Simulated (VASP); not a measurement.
Input of a VASP 6.6.1 run:

INCAR

```
SYSTEM = Li3B2
PREC = Accurate
ENCUT = 520
EDIFF = 1E-6
ISMEAR = 0
SIGMA = 0.1
LREAL = .FALSE.
LASPH = .TRUE.
NELM = 80
ALGO = Fast
ISIF = 2
LWAVE = .FALSE.
LCHARG = .FALSE.
GGA = PE
NBANDS = 16
```

Contents of KPOINTS:

```
Automatic mesh
0
G
  9 9 12
  0 0 0
```

Contents of POSCAR:

```
Li3B2
1.0
    5.0093858481      0.0000000000      0.0000000000
   -2.5046929241      4.3382554019      0.0000000000
    0.0000000000      0.0000000000      3.1147655428
Li B
3 2
Direct
    0.5000000000      0.0000000000      0.5000000000
    0.0000000000      0.5000000000      0.5000000000
    0.5000000000      0.5000000000      0.5000000000
    0.0000000000      0.0000000000      0.0000000000
    0.0000000000      0.0000000000      0.5000000000
```

Potentials or basis: VASP PAW PBE potentials, release 64 (Li_sv, B).

Run with:

```bash
$ cat potpaw_PBE.64/Li_sv/POTCAR potpaw_PBE.64/B/POTCAR > POTCAR
$ mpirun -np 1 vasp_std > vasp.out
```

Predict the band gap on the k mesh.

zero (an odd number of electrons rules out a gap without spin polarisation).
